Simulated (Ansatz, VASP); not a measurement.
## Sb in VASP and in Ansatz

```
Sb
1.0
     3.38805    0.00000    0.00000
     0.00000    3.38805    0.00000
     0.00000    0.00000   20.79140
Sb
3
Direct
  0.00000 0.00000 0.38477
  0.50000 0.50000 0.50000
  0.00000 0.00000 0.61523
```

Alike in both runs: task single point; functional PBE; k mesh 10 × 10 × 1; occupations fermi-dirac, width 0.05 eV; no spin polarisation.

|  | VASP | Ansatz |
| --- | --- | --- |
| version | VASP 6.6.1 | Ansatz 0.2.0 |
| potentials or method | VASP PAW PBE potentials, release 64 (Sb) | PAW with Ansatz's default frozen-core files, scalar-relativistic |
| plane-wave cutoff (eV) | 520 | 420 |
| valence electrons in the cell | 15 | 45 |

Ansatz gave:

```
rms of the force components (eV/Å) : 0.103
```

Q: Which values does VASP return?

A: rms of the force components (eV/Å): 0.108.

Atom by atom the forces differ by 0.004 eV/Å (rms over components). With one functional, cell and mesh, what is left measures potentials, basis and numerics. VASP's potentials hold 15 valence electrons a cell and Ansatz's 45, so a difference there can come from the potentials and not from the codes.

Neither program's run includes spin-orbit coupling.
